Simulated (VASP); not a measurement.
A run of VASP 6.6.1 is set up as follows.

Contents of INCAR:

```
SYSTEM = Co4C
PREC     = Accurate       ! precision mode
ENCUT    = 520            ! plane-wave cutoff, eV
EDIFF    = 1E-6           ! SCF threshold, eV
ISMEAR   = 0              ! smearing method
SIGMA    = 0.1            ! smearing width, eV
LREAL    = .FALSE.        ! projectors in reciprocal space
LASPH    = .TRUE.         ! aspherical terms in the spheres
NELM     = 200            ! most SCF steps
ALGO     = Normal         ! electronic algorithm
ISIF     = 2              ! what is computed and relaxed
LWAVE    = .FALSE.        ! write WAVECAR
LCHARG   = .FALSE.        ! write CHGCAR
ISPIN    = 2              ! spin polarisation
MAGMOM   = 1.94 1.89 1.88 1.92 2 ! initial moments
LORBIT   = 11             ! projections on sites
LMAXMIX  = 4              ! l up to which the mixer works
LDIPOL   = .TRUE.       
IDIPOL   = 3            
DIPOL    = 0.5 0.5 0.498
GGA      = PS             ! functional
NBANDS   = 48             ! bands
GGA_COMPAT= .FALSE.      
NELMDL   = -8
```

Contents of KPOINTS:

```
Automatic mesh
0
G
  12 12 1
  0 0 0
```

POSCAR

```
Co4C
1.0
    2.4564222732      0.0000000000      0.0000000000
   -1.2282111366      2.1273240910      0.0000000000
    0.0000000000      0.0000000000     24.9541203316
Co C
4 1
Direct
    0.6666666667      0.3333333333      0.3406251107
    0.3333333333      0.6666666667      0.4201593419
    0.6666666667      0.3333333333      0.4992542827
    0.3333333333      0.6666666667      0.5825699113
    0.3333333333      0.6666666667      0.6486861811
```

Potentials or basis: VASP PAW PBE potentials, release 64 (Co_sv, C).

Command:

```console
$ cat potpaw_PBE.64/Co_sv/POTCAR potpaw_PBE.64/C/POTCAR > POTCAR
$ mpirun -np 1 vasp_std > vasp.out
```

(1) Predict the site moments.

(2) Predict the largest force.

(3) Predict the net moment.

## Answers

(1) Co +1.75, +1.69, +1.64, +0.71; C -0.03 μB.

(2) 0.250 eV/Å.

(3) 5.62 μB per cell.

Caveat: the PAW data sets were made with another functional, which shifts forces and pressure a little.
